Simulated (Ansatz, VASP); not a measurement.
**ZrO5: VASP beside Ansatz**

INCAR

```
ALGO = Normal
EDIFF = 1E-6
ENCUT = 520
GGA = PE
ISIF = 2
ISMEAR = 0
ISPIN = 2
LASPH = T
LCHARG = F
LMAXMIX = 4
LORBIT = 11
LREAL = F
LWAVE = F
MAGMOM = 1 0 0 0 0 0
NBANDS = 34
NELM = 150
PREC = Accurate
SIGMA = 0.1
```

KPOINTS

```
k-points
0
Gamma
  6 6 4
```

File POSCAR:

```
ZrO5
1.0
    4.2977771035      0.0000000000      0.0000000000
   -2.1488885518      3.7219841514      0.0000000000
    0.0000000000      0.0000000000      5.5531211326
Zr O
1 5
Direct
    0.0000000000      0.0000000000      0.0000000000
    0.5000000000      0.0000000000      0.0000000000
    0.0000000000      0.5000000000      0.0000000000
    0.5000000000      0.5000000000      0.0000000000
    0.0000000000      0.0000000000      0.3857272829
    0.0000000000      0.0000000000      0.6142727171
```

Input for Ansatz:

```yaml
crystal:
  lattice:
    - [4.2977771035, 0.0, 0.0]
    - [-2.1488885518, 3.7219841514, 0.0]
    - [0.0, 0.0, 5.5531211326]
  atoms:
    - { symbol: Zr, position: [0.0, 0.0, 0.0], spin: 1.0 }
    - { symbol: O, position: [0.5, 0.0, 0.0] }
    - { symbol: O, position: [0.0, 0.5, 0.0] }
    - { symbol: O, position: [0.5, 0.5, 0.0] }
    - { symbol: O, position: [0.0, 0.0, 0.3857272829] }
    - { symbol: O, position: [0.0, 0.0, 0.6142727171] }
basis:
  ecutwfc: 420
kpoints:
  mp_grid: { grid: [6, 6, 4] }
hamiltonian:
  xc: pbe
scf:
  occupations: { method: gaussian, width: 0.1 }
  lower_state_search: "off"
output:
  forces: true
  stress: true
  eigenvalues: true
  populations: true
magnetization:
  spin_polarized: true
```

Alike in both runs: task single point; functional PBE; k mesh 6 × 6 × 4; occupations gaussian, width 0.1 eV; collinear spin.

|  | VASP | Ansatz |
| --- | --- | --- |
| version | VASP 6.6.1 | Ansatz 0.2.0 |
| potentials or method | VASP PAW PBE potentials, release 64 (Zr_sv, O), cutoff 520 eV | scalar-relativistic, plane waves, PAW |
| valence electrons in the cell | 42 | 42 |

|  | VASP | Ansatz | Ansatz less VASP |
| --- | --- | --- | --- |
| gap on the k mesh at the Fermi level (eV) | none | none | - |
| pressure (GPa) | 0.4 | 0.2 | -0.20 |
| traceless stress, the component that is largest in VASP (GPa) | 0.72 | 1.00 | +0.282 |
| rms of the force components (eV/Å) | 0.205 | 0.182 | -0.0222 |
| net moment per atom (μB) | 0.00 | 0.21 | +0.213 |
| size of the moment on the site where the two differ most (μB) | 0.00 | 0.33 | +0.333 |

The net moments are unlike, so the other rows may belong to different states. Site moments also hang on the region over which each program counts them. Atom by atom the forces differ by 0.387 eV/Å (rms over components). A gap of «none» marks a metal or a gap that the smearing closes.
